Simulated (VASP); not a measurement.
Wanted: the native input for a VASP 6.6.1 run.

```yaml
Task: single point
Functional: PBE
Potentials_or_basis: VASP PAW PBE potentials, release 64 (Rb_sv)
Cutoff: 520 eV
k_mesh: 12 × 12 × 12
Occupations: gaussian, width 0.15 eV
Spin: no spin polarisation
Dipole_correction: no
Further_INCAR_settings: ALGO = Fast; EDIFF = 1e-06; NBANDS = 10
```

The structure of Rb lies in POSCAR:

```
Rb
1.0
   -2.5815200000      2.5815200000      2.6937600000
    2.5815200000     -2.5815200000      2.6937600000
    2.5815200000      2.5815200000     -2.6937600000
Rb
1
Direct
    0.0000000000      0.0000000000      0.0000000000
```

This cell differs from its parent crystal: strain -0.080 along x and y, -0.040 along z.

These files were run (other wordings do the same):

INCAR

```
PREC = Accurate
ENCUT = 520
EDIFF = 1E-6
ISMEAR = 0
SIGMA = 0.15
LREAL = F
LASPH = T
NELM = 100
ALGO = Fast
ISIF = 2
LWAVE = F
LCHARG = F
GGA = PE
NBANDS = 10
```

KPOINTS

```
regular mesh
0
Gamma
  12 12 12
```

Potentials or basis: VASP PAW PBE potentials, release 64 (Rb_sv).

The run is started by

```bash
$ cat potpaw_PBE.64/Rb_sv/POTCAR > POTCAR
$ mpirun -np 1 vasp_std > vasp.out
```

Results of the run:

```yaml
Pressure: 1.0 GPa
Band_gap_on_the_k_mesh: zero (an odd number of electrons rules out a gap without spin polarisation)
```

Caveat: the cell differs from its parent crystal (strain -0.080 along x and y, -0.040 along z).

Wall time 68 s on 1 thread of Intel(R) Xeon(R) Platinum 8488C (Sapphire Rapids), with other jobs on the host, peak memory 0.27 GiB.
